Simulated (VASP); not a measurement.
# NaH13O7: single point with PBE+D3(BJ)

System: NaH13O7.

```
O H Na
1.0
     6.07318    0.00000    0.00000
     0.00000    6.07318    0.00000
     0.00000    0.00000    6.07318
O H Na
7 13 1
Direct
  0.71561 0.41370 0.13383
  0.18570 0.97303 0.18903
  0.40648 0.05119 0.71549
  0.96079 0.34361 0.58501
  0.71714 0.85268 0.95275
  0.29762 0.56866 0.88232
  0.64614 0.58393 0.62063
  0.86057 0.44703 0.08570
  0.60202 0.47883 0.02506
  0.21458 0.89307 0.32589
  0.22571 0.89552 0.04871
  0.35928 0.14016 0.83726
  0.43610 0.89335 0.74859
  0.02847 0.21766 0.67202
  0.80488 0.40799 0.62434
  0.67622 0.76751 0.82502
  0.61041 0.98760 0.94148
  0.36783 0.64174 0.74847
  0.16795 0.54858 0.81058
  0.62086 0.61490 0.46004
  0.80003 0.00865 0.38612
```

```
Program                : VASP 6.6.1
Task                   : single point
Functional             : PBE
Dispersion             : D3(BJ)
Potentials or basis    : VASP PAW PBE potentials, release 64 (O, H, Na_pv)
Cutoff                 : 520 eV
k mesh                 : 1 × 1 × 1
Occupations            : fermi-dirac, width 0.02 eV
Spin                   : no spin polarisation
Dipole correction      : no
Further INCAR settings : LREAL = Auto; ALGO = Normal; EDIFF = 1e-06; NBANDS = 47
```

```json
{"Pressure": "-1.1 GPa", "Largest force": "4.906 eV/Å", "Dispersion energy per atom": "-0.042 eV"}
```

Forces on the atoms (eV/Å):
```
O   -2.748 -0.237 -0.449
O   -0.284  0.530 -0.432
O    0.104 -0.767 -1.675
O    1.414 -2.113  0.423
O   -1.039  3.391  1.760
O    3.122  1.927  0.825
O   -0.998  1.576 -1.479
H    0.819  0.486 -0.575
H    1.759 -0.773  1.313
H    0.557 -0.349 -0.977
H   -0.373 -0.520  1.760
H   -0.181  0.176  0.732
H   -0.512  1.340  0.176
H   -1.129  1.560 -0.574
H    0.206  0.298  0.151
H    0.245 -1.319 -1.493
H    2.229 -1.970  0.245
H    1.022 -1.545  0.899
H   -4.469 -1.346 -1.509
H    0.285 -0.756  1.267
Na  -0.032  0.410 -0.390
```

Stress tensor (GPa, compression positive):
```
 2.46  2.85  0.57
 2.85 -3.26  1.50
 0.57  1.50 -2.37
```

Levels at points of the mesh, in eV from the Fermi level:
```tsv
k point	band 29	band 30	band 31	band 32	band 33	band 34
(0.00, 0.00, 0.00)	-1.46	-0.94	-0.54	2.34	5.75	5.98
```

Run time: 12 s on 1 thread of AMD EPYC 9R45 96-Core Processor (Zen 5), on a shared host, peak memory 0.27 GiB.

Caveat: the k points lie up to 1.03 Å⁻¹ apart.
